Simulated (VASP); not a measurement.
# HgH3 (Pm-3m) in VASP: notebook, part 2 of 2

VASP 6.6.1.

## (3) Single point, PBE (volume scaled by 0.97, then relaxed in part)

Contents of INCAR:

```
PREC = Accurate ; ENCUT = 520
EDIFF = 1E-6 ; ISMEAR = 0
SIGMA = 0.02 ; LREAL = False
LASPH = True ; NELM = 80
ALGO = Normal ; ISIF = 2
LWAVE = False ; LCHARG = False
GGA = PE ; NBANDS = 25
```

Contents of KPOINTS:

```
regular mesh
0
Gamma
  4 4 4
```

Contents of POSCAR:

```
HgH3
1.0
    7.0944548562      0.0000000000      0.0000000000
    0.0000000000      7.0944548562      0.0000000000
    0.0000000000      0.0000000000      7.0944548562
Hg H
2 6
Direct
    0.5000000000      0.5000000000      0.5000000000
    0.0000000000      0.0000000000      0.0000000000
    0.0530236494      0.5000000000      0.5000000000
    0.9469763506      0.5000000000      0.5000000000
    0.5000000000      0.0530236494      0.5000000000
    0.5000000000      0.9469763506      0.5000000000
    0.5000000000      0.5000000000      0.0530236494
    0.5000000000      0.5000000000      0.9469763506
```

Potentials or basis: VASP PAW PBE potentials, release 64 (Hg, H).

Run with:

```
cat potpaw_PBE.64/Hg/POTCAR potpaw_PBE.64/H/POTCAR > POTCAR
mpirun -np 1 vasp_std > vasp.out
```

OUTCAR:

```text
PREC = Accurate
   ENCUT = 520
   EDIFF = 1E-6
   ISMEAR = 0
   LREAL = False
   LASPH = True
   NELM = 80
   ISIF = 2
   GGA = PE

 ion  position               nearest neighbor table
   1  0.500  0.500  0.500-
   2  0.000  0.000  0.000-
   3  0.053  0.500  0.500-   4 0.75
   4  0.947  0.500  0.500-   3 0.75
   5  0.500  0.053  0.500-   6 0.75
   6  0.500  0.947  0.500-   5 0.75
   7  0.500  0.500  0.053-   8 0.75
   8  0.500  0.500  0.947-   7 0.75

  LATTYP: Found a simple cubic cell.
 ALAT       =     7.0944548562

  Lattice vectors:

 A1 = (   7.0944548562,   0.0000000000,   0.0000000000)
 A2 = (   0.0000000000,   7.0944548562,   0.0000000000)
 A3 = (   0.0000000000,   0.0000000000,   7.0944548562)

Analysis of symmetry for initial positions (statically):
=====================================================================
 Subroutine PRICEL returns:
 Original cell was already a primitive cell.

 Routine SETGRP: Setting up the symmetry group for a
 simple cubic supercell.

 Subroutine GETGRP returns: Found 48 space group operations
 (whereof 48 operations were pure point group operations)
 out of a pool of 48 trial point group operations.

The static configuration has the point symmetry O_h .

Analysis of symmetry for dynamics (positions and initial velocities):
=====================================================================
 Subroutine PRICEL returns:
 Original cell was already a primitive cell.

 Routine SETGRP: Setting up the symmetry group for a
 simple cubic supercell.

 Subroutine GETGRP returns: Found 48 space group operations
 (whereof 48 operations were pure point group operations)
 out of a pool of 48 trial point group operations.

The dynamic configuration has the point symmetry O_h .

 Subroutine INISYM returns: Found 48 space group operations
 (whereof 48 operations are pure point group operations),
 and found     1 'primitive' translations

----------------------------------------------------------------------------------------

                                     Primitive cell

  volume of cell :     357.0731

  direct lattice vectors                    reciprocal lattice vectors
     7.094454856  0.000000000  0.000000000     0.140955157  0.000000000  0.000000000
     0.000000000  7.094454856  0.000000000     0.000000000  0.140955157  0.000000000
     0.000000000  0.000000000  7.094454856     0.000000000  0.000000000  0.140955157

  length of vectors
     7.094454856  7.094454856  7.094454856     0.140955157  0.140955157  0.140955157

  position of ions in fractional coordinates (direct lattice)
     0.500000000  0.500000000  0.500000000
     0.000000000  0.000000000  0.000000000
     0.053023649  0.500000000  0.500000000
     0.946976351  0.500000000  0.500000000
     0.500000000  0.053023649  0.500000000
     0.500000000  0.946976351  0.500000000
     0.500000000  0.500000000  0.053023649
     0.500000000  0.500000000  0.946976351

  ion indices of the primitive-cell ions
[... 37 lines left out ...]
            Coordinates               Weight
  0.000000  0.000000  0.000000      1.000000
  0.250000  0.000000  0.000000      6.000000
  0.500000  0.000000  0.000000      3.000000
  0.250000  0.250000  0.000000     12.000000
  0.500000  0.250000  0.000000     12.000000
  0.500000  0.500000  0.000000      3.000000
  0.250000  0.250000  0.250000      8.000000
  0.500000  0.250000  0.250000     12.000000
  0.500000  0.500000  0.250000      6.000000
  0.500000  0.500000  0.500000      1.000000
   k-points           NKPTS =     10   k-points in BZ     NKDIM =     10   number of bands    NBANDS=     25
   number of dos      NEDOS =    301   number of ions     NIONS =      8
   total plane-waves  NPLWV = 157464
   dimension x,y,z NGX =    54 NGY =   54 NGZ =   54
   dimension x,y,z NGXF=   108 NGYF=  108 NGZF=  108
   ions per type =               2   6
   NGX,Y,Z   is equivalent  to a cutoff of  12.65, 12.65, 12.65 a.u.
   NGXF,Y,Z  is equivalent  to a cutoff of  25.31, 25.31, 25.31 a.u.
 SYSTEM =  unknown system
   PREC   = accura    normal or accurate (medium, high low for compatibility)
   ISTART =      0    job   : 0-new  1-cont  2-samecut
   ICHARG =      2    charge: 1-file 2-atom 10-const
   ISPIN  =      1    spin polarized calculation?
   LNONCOLLINEAR =      F non collinear calculations
   LSORBIT =      F    spin-orbit coupling
   LASPH  =      T    aspherical Exc in radial PAW
   ENCUT  =  520.0 eV  38.22 Ry    6.18 a.u.  13.19 13.19 13.19*2*pi/ulx,y,z
   NELM   =     80;   NELMIN=  2; NELMDL= -5     # of ELM steps
   EDIFF  = 0.1E-05   stopping-criterion for ELM
   LREAL  =      F    real-space projection
   EDIFFG = 0.1E-04   stopping-criterion for IOM
   NSW    =      0    number of steps for IOM
   IBRION =     -1    ionic relax: 0-MD 1-quasi-New 2-CG
   NFREE  =      0    steps in history (QN), initial steepest desc. (CG)
   ISIF   =      2    stress and relaxation
   ISYM   =      2    0-nonsym 1-usesym 2-fastsym
   POTIM  = 0.5000    time-step for ionic-motion
   TEBEG  =    0.0;   TEEND  =   0.0 temperature during run
   PSTRESS=    0.0 pullay stress
   NELECT =      30.0000    total number of electrons
   NUPDOWN=      -1.0000    fix difference up-down
   EMIN   =  10.00;   EMAX   =-10.00  energy-range for DOS
   EFERMI =   0.00;   METHOD = LEGACY
   ISMEAR =     0;   SIGMA  =   0.02  broadening in eV -4-tet -1-fermi 0-gaus
   EFERMI_NEDOS =   21; number of points for ismear=-14 and -15
   IALGO  =     38    algorithm
   IMIX   =      4    mixing-type and parameters
     AMIX     =   0.40;   BMIX     =  1.00
     AMIX_MAG =   1.60;   BMIX_MAG =  1.00
  volume/ion in A,a.u.               =      44.63       301.21
  Fermi-wavevector in a.u.,A,eV,Ry     =   0.717017  1.354966  6.994940  0.514114
  Thomas-Fermi vector in A             =   1.805588
   LORBIT       =      0    0 simple, 1 ext, 2 COOP (PROOUT), +10 PAW based schemes
   GGA     = PE    functional components
   LHFCALC =     F    Hartree Fock is set to
   AEXX    =    0.0000 exact exchange contribution
   IVDW    =     0    specifies the selected vdW correction
   LEPSILON=     F    determine dielectric tensor
   LRPA    =     F    only Hartree local field effects (RPA)
 non-spin polarized calculation
 Gauss-broadening in eV      SIGMA  =   0.02
  energy-cutoff  :      520.00
  volume of cell :      357.07
 maximum number of plane-waves:      9771
 NGX is ok and might be reduce to    54
   NGX = 27   NGY = 27   NGZ = 27

 number of electron      30.0000001 magnetization

 Free energy of the ion-electron system (eV)
  ---------------------------------------------------
  ext. energy  EPLUGINS =         0.00000000
  ---------------------------------------------------
  free energy    TOTEN  =       -20.40481914 eV

  energy without entropy =      -20.40481914  energy(sigma->0) =      -20.40481914

 E-fermi :  -5.4327     XC(G=0):  -4.1519

 val. band max:       -5.5201933211   @ k =   0.0000   0.0000   0.0000
 cond. band min:      -0.7020164024   @ k =   0.0000   0.0000   0.0000
 fundamental gap:      4.8181769186
 Fermi energy:        -5.4326983521

 k-point     1 :       0.0000    0.0000    0.0000
  band No.  band energies     occupation
      1      -9.4212      2.00000
      2      -9.3966      2.00000
      3      -9.3966      2.00000
      4      -8.9070      2.00000
      5      -8.9070      2.00000
      6      -8.9070      2.00000
[... 269 lines left out ...]
     24       2.9185      0.00000
     25       3.4784      0.00000

------------------------ aborting loop because EDIFF is reached ----------------------------------------

  FORCE on cell =-STRESS in cart. coord.  units (eV):
  Direction    XX          YY          ZZ          XY          YZ          ZX
  --------------------------------------------------------------------------------------
  -------------------------------------------------------------------------------------
  Total       -0.0695518     -0.0695518     -0.0695518     -0.0000000     -0.0000000      0.0000000
  in kB       -0.3120770     -0.3120770     -0.3120770     -0.0000000     -0.0000000      0.0000000
  external PRESSURE =      -0.3120770 kB  Pullay stress =       0.0000000 kB

 VOLUME and BASIS-vectors are now :
 -----------------------------------------------------------------------------
  energy-cutoff  :      520.00
  volume of cell :      357.07
      direct lattice vectors                 reciprocal lattice vectors
     7.094454856  0.000000000  0.000000000     0.140955157  0.000000000  0.000000000
     0.000000000  7.094454856  0.000000000     0.000000000  0.140955157  0.000000000
     0.000000000  0.000000000  7.094454856     0.000000000  0.000000000  0.140955157

 POSITION                                       TOTAL-FORCE (eV/Angst)
 -----------------------------------------------------------------------------------
      3.54723      3.54723      3.54723        -0.000000      0.000000     -0.000000
      0.00000      0.00000      0.00000        -0.000000      0.000000     -0.000000
      0.37617      3.54723      3.54723        -0.011418      0.000000     -0.000000
      6.71828      3.54723      3.54723         0.011418      0.000000     -0.000000
      3.54723      0.37617      3.54723        -0.000000     -0.011418     -0.000000
      3.54723      6.71828      3.54723        -0.000000      0.011418     -0.000000
      3.54723      3.54723      0.37617        -0.000000      0.000000     -0.011418
      3.54723      3.54723      6.71828        -0.000000      0.000000      0.011418
 -----------------------------------------------------------------------------------
    total drift:                                0.000000      0.000000      0.000000

  FREE ENERGIE OF THE ION-ELECTRON SYSTEM (eV)
  ---------------------------------------------------
  free  energy   TOTEN  =       -20.4048191414 eV

  energy  without entropy=      -20.4048191414  energy(sigma->0) =      -20.40481914
```

Wall time 1.9 min (1 thread of Intel Xeon 6975P-C, shared host); peak memory 0.44 GiB.

What came out:

```
Free energy            : -20.4048 eV
Pressure               : 0.0 GPa
Largest force          : 0.011 eV/Å
Band gap on the k mesh : 4.82 eV, direct
```

Forces in eV/Å, atoms in the order of the input:
```
Hg   0.000  0.000  0.000
Hg   0.000  0.000  0.000
H   -0.011  0.000  0.000
H    0.011  0.000  0.000
H    0.000 -0.011  0.000
H    0.000  0.011  0.000
H    0.000  0.000 -0.011
H    0.000  0.000  0.011
```

Levels at points of the mesh, in eV from the valence-band top:
| k point | band 12 | band 13 | band 14 | band 15 | band 16 | band 17 | band 18 | band 19 |
| --- | --- | --- | --- | --- | --- | --- | --- | --- |
| (0.00, 0.00, 0.00) | -3.15 | -3.15 | -0.14 | 0.00 | 4.82 | 4.82 | 4.82 | 6.24 |
| (0.50, 0.00, 0.00) | -3.15 | -3.15 | -0.17 | -0.11 | 5.04 | 5.04 | 5.46 | 5.74 |
| (0.50, 0.50, 0.00) | -3.15 | -3.15 | -0.32 | -0.10 | 5.09 | 5.09 | 5.13 | 6.11 |
| (0.50, 0.50, 0.50) | -3.15 | -3.15 | -0.47 | -0.08 | 5.26 | 5.26 | 5.26 | 6.09 |

Caveat: spin-orbit coupling is left out, which moves the levels of the heavy elements. A k mesh can miss the band edges.
